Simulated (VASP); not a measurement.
Write the native input for VASP 6.6.1 that does the following.

* Task: single point
* Functional: PBE
* Potentials or basis: VASP PAW PBE potentials, release 64 (Ga_d, P)
* Cutoff: 520 eV
* k mesh: 4 × 4 × 6
* Occupations: gaussian, width 0.1 eV
* Spin: no spin polarisation
* Dipole correction: no
* Further INCAR settings: ALGO = Normal; EDIFF = 1e-07; NBANDS = 40

The structure of Ga2P lies in POSCAR:

```
Ga2P
1.0
    4.6852485249      0.0000000000      0.0000000000
    0.0000000000      5.7183096675      0.0000000000
    0.0000000000      0.0000000000      3.5697533197
Ga P
4 2
Direct
    0.2004000000      0.3787000000      0.0000000000
    0.7996000000      0.6213000000      0.0000000000
    0.7004000000      0.1213000000      0.5000000000
    0.2996000000      0.8787000000      0.5000000000
    0.0000000000      0.0000000000      0.0000000000
    0.5000000000      0.5000000000      0.5000000000
```

These files were run (other wordings do the same):

INCAR

```
SYSTEM = Ga2P
PREC = Accurate ; ENCUT = 520
EDIFF = 1E-7 ; ISMEAR = 0
SIGMA = 0.1 ; LREAL = .FALSE.
LASPH = .TRUE. ; NELM = 60
ALGO = Normal ; ISIF = 2
LWAVE = .FALSE. ; LCHARG = .TRUE.
GGA = PE ; LELF = .TRUE.
LVHAR = .TRUE. ; NBANDS = 40
```

KPOINTS

```
Automatic mesh
0
G
  4 4 6
  0 0 0
```

Potentials or basis: VASP PAW PBE potentials, release 64 (Ga_d, P).

Launch:

```console
$ cat potpaw_PBE.64/Ga_d/POTCAR potpaw_PBE.64/P/POTCAR > POTCAR
$ mpirun -np 1 vasp_std > vasp.out
```

Results of the run:

| Item | Value |
| --- | --- |
| Pressure | 22.8 GPa |
| Largest force | 0.428 eV/Å |
| Band gap on the k mesh | zero (band 31 reaches 8.99 eV, above the bottom of band 32 at 6.17 eV) |

It took 86 s on 1 thread of Intel(R) Xeon(R) 6975P-C (Granite Rapids), with other jobs on the host, peak memory 0.25 GiB.
